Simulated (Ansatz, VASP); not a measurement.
**PbS in VASP and in Ansatz**

```
CELL_PARAMETERS angstrom
3.94856 0.00000 0.00000
-1.97428 3.41955 0.00000
0.00000 0.00000 3.65744
ATOMIC_POSITIONS crystal
Pb 0.00000 0.00000 0.00000
S 0.66667 0.33333 0.50000
```

Alike in both runs: task single point; functional LDA; k mesh 6 × 6 × 6; occupations fermi-dirac, width 0.05 eV; no spin polarisation.

```csv
,VASP,Ansatz
version,VASP 6.6.1,Ansatz 0.2.0
potentials or method,"VASP PAW LDA potentials, release 64 (Pb_d, S), cutoff 520 eV","plane waves, PAW"
valence electrons in the cell,20,20
```

Ansatz gave:

```
pressure (GPa)                                                : 1.2
traceless stress, the component that is largest in VASP (GPa) : 1.26
```

Task: Which values does VASP return?

Result: Pressure (GPa): 1.3; traceless stress, the component that is largest in VASP (GPa): 1.31.

LDA's correlation is that of Perdew and Zunger in VASP and of Perdew and Wang (1992) in Ansatz.

Neither program's run includes spin-orbit coupling.
